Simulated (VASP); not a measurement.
Input of a VASP 6.6.1 run:

INCAR

```
PREC = Accurate
ENCUT = 520
EDIFF = 1E-7
ISMEAR = -1
SIGMA = 0.02
LREAL = False
LASPH = True
NELM = 150
ALGO = Normal
ISIF = 2
LWAVE = False
LCHARG = False
MAGMOM = 0 0 0 0 0 0
LORBIT = 11
LSORBIT = True
GGA_COMPAT = False
LORBMOM = True
LDIPOL = True
IDIPOL = 3
DIPOL = 0.5 0.5 0.344
GGA = PE
NBANDS = 42
```

The input KPOINTS:

```
regular mesh
0
Gamma
  6 6 1
```

File POSCAR:

```
Bi
1.0
    4.3148968867      0.0000000000      0.0000000000
   -2.1574484433      3.7368103186      0.0000000000
    0.0000000000      0.0000000000     27.0530695984
Bi
2
Direct
    0.3333333333      0.6666666667      0.3127438498
    0.6666666667      0.3333333333      0.3757744986
```

Potentials or basis: VASP PAW PBE potentials, release 64 (Bi_d).

Launch:

```bash
$ cat potpaw_PBE.64/Bi_d/POTCAR > POTCAR
$ mpirun -np 1 vasp_ncl > vasp.out
```

(1) Predict the largest force.

(2) What does it give for the net moment?

Answers

(1) 0.390 eV/Å.

(2) 0.00 μB per cell.
